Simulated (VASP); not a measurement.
**FeO: single point with PBEsol**

The system is FeO.

```
Fe O
1.0
     2.62760   -1.49331    0.00000
     2.62760    1.49331    0.00000
    -0.22953    0.00000    5.16188
Fe O
2 2
Direct
  0.00000 0.00000 0.50000
  0.00000 0.00000 0.00000
  0.33547 0.33547 0.74430
  0.66453 0.66453 0.25570
```

```json
{
 "Program": "VASP 6.6.1",
 "Task": "single point",
 "Functional": "PBEsol",
 "Potentials or basis": "VASP PAW PBE potentials, release 64 (Fe, O)",
 "Cutoff": "520 eV",
 "k mesh": "10 × 10 × 5",
 "Occupations": "fermi-dirac, width 0.05 eV",
 "Spin": "collinear spin, ferromagnetic start",
 "Starting moments": "[3.0, 3.0, 0.0, 0.0] μB"
}
```

The pressure is -8.0 GPa, the largest force is 0.230 eV/Å and the band gap on the k mesh is zero (filled and empty bands overlap). The net moment is 8.00 μB per cell and the site moments are Fe +3.59, +3.55; O +0.33 μB. The valence electrons inside the program's atomic spheres are Fe 6.81, 6.78; O 4.95.

Forces in eV/Å, atoms in the order of the input:
```
Fe   0.000  0.000  0.000
Fe   0.000  0.000  0.000
O   -0.028  0.000  0.228
O    0.028  0.000 -0.228
```

Stress tensor (GPa, compression positive):
```
-10.85   0.00   1.17
  0.00  -9.87   0.00
  1.17   0.00  -3.31
```

Levels at points of the mesh, in eV from the Fermi level:
Spin up:
```tsv
k point	band 16	band 17	band 18	band 19	band 20	band 21
(0.00, 0.00, 0.00)	-1.53	-0.33	-0.24	0.21	4.55	8.01
(0.50, 0.00, 0.00)	-1.98	-0.34	-0.18	4.83	7.12	7.75
(0.50, 0.50, 0.00)	-1.96	-0.39	-0.17	4.93	7.13	7.68
```
Spin down:
| k point | band 7 | band 8 | band 9 | band 10 | band 11 | band 12 | band 13 | band 14 |
| --- | --- | --- | --- | --- | --- | --- | --- | --- |
| (0.00, 0.00, 0.00) | -2.85 | -2.83 | -1.87 | -0.38 | -0.31 | -0.22 | -0.08 | 0.90 |
| (0.50, 0.00, 0.00) | -4.85 | -3.96 | -1.82 | -0.13 | 0.59 | 0.74 | 0.99 | 1.06 |
| (0.50, 0.50, 0.00) | -4.80 | -3.87 | -1.83 | -0.13 | 0.65 | 0.72 | 0.99 | 1.05 |

Wall time 5.9 min on 1 thread of Intel Xeon 8259CL (shared host), peak memory 0.33 GiB.

Caveat: the stress differs along the axes, from -11 to -3 GPa; the PAW data sets were made with another functional, which shifts forces and pressure a little; semilocal functionals often make such compounds metallic where correlation or magnetic order opens a gap, which also shifts bond lengths; the run started ferromagnetic, and an antiferromagnetic order may lie lower in energy. With open d or f shells a metallic result of PBEsol can be an artefact of self-interaction; +U or a hybrid may open a gap.
